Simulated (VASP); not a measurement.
A run of VASP 6.6.1 is set up as follows.

File INCAR:

```
SYSTEM = HC12
PREC = Accurate
ENCUT = 520
EDIFF = 1E-6
ISMEAR = 0
SIGMA = 0.05
LREAL = .FALSE.
LASPH = .TRUE.
NELM = 60
ALGO = Normal
ISIF = 2
LWAVE = .FALSE.
LCHARG = .FALSE.
NBANDS = 36
NELECT = 48.0
```

The input KPOINTS:

```
regular mesh
0
G
  6 6 6
  0 0 0
```

The input POSCAR:

```
HC12
1.0
    1.7657489870     -3.5314979740     -1.7657489870
    3.5314979740     -1.7657489870      1.7657489870
   -1.7657489870     -3.5314979740      1.7657489870
C H
12 1
Direct
    0.2500000000      1.0000000000      0.2500000000
    0.0833333333      0.3333333333      0.7500000000
    0.9166666667      0.6666666667      0.2500000000
    0.7500000000      1.0000000000      0.7500000000
    0.5833333333      0.3333333333      0.2500000000
    0.4166666667      0.6666666667      0.7500000000
    0.9583333333      0.3333333333      0.1250000000
    0.7916666667      0.6666666667      0.6250000000
    0.6250000000      1.0000000000      0.1250000000
    0.4583333333      0.3333333333      0.6250000000
    0.2916666667      0.6666666667      0.1250000000
    0.1250000000      1.0000000000      0.6250000000
    1.2083333333      0.2500000000      0.4583333333
```

Potentials or basis: VASP PAW LDA potentials, release 64 (C, H).

Command:

```sh
$ cat potpaw_LDA.64/C/POTCAR potpaw_LDA.64/H/POTCAR > POTCAR
$ mpirun -np 1 vasp_std > vasp.out
```

(1) Estimate the largest force.

## Answers

(1) 2.819 eV/Å.

Caveat: the cell carries a net charge on a neutralising background, which shifts energy and pressure.
